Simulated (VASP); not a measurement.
A run of VASP 6.6.1:

Contents of INCAR:

```
ALGO     = Normal         # electronic algorithm
EDIFF    = 1E-6           # SCF threshold, eV
ENCUT    = 520            # plane-wave cutoff, eV
GGA      = PS             # functional
ISIF     = 2              # what is computed and relaxed
ISMEAR   = 0              # smearing method
LASPH    = T              # aspherical terms in the spheres
LCHARG   = F              # write CHGCAR
LREAL    = F              # projectors in reciprocal space
LWAVE    = F              # write WAVECAR
NBANDS   = 14             # bands
NELM     = 60             # most SCF steps
PREC     = Accurate       # precision mode
SIGMA    = 0.05           # smearing width, eV
```

File KPOINTS:

```
k-points
0
Gamma
  11 11 11
```

The input POSCAR:

```
HfB
1.0
    0.0000000000      2.3100000000      2.3100000000
    2.3100000000      0.0000000000      2.3100000000
    2.3100000000      2.3100000000      0.0000000000
Hf B
1 1
Direct
    0.5000000000      0.5000000000      0.5000000000
    0.0000000000      0.0000000000      0.0000000000
```

Potentials or basis: VASP PAW PBE potentials, release 64 (Hf_pv, B).

Launch:

```bash
$ cat potpaw_PBE.64/Hf_pv/POTCAR potpaw_PBE.64/B/POTCAR > POTCAR
$ mpirun -np 1 vasp_std > vasp.out
```

Hardware: 1 thread of Intel(R) Xeon(R) Platinum 8259CL CPU @ 2.50GHz (Skylake/Cascade Lake), on a shared host.

Question: How long does it take, and how much memory?

Answer: Wall time 15 s on 1 thread of Intel(R) Xeon(R) Platinum 8259CL CPU @ 2.50GHz (Skylake/Cascade Lake) (shared host), peak memory 0.15 GiB. Counts: scf iterations 11, k points 56.
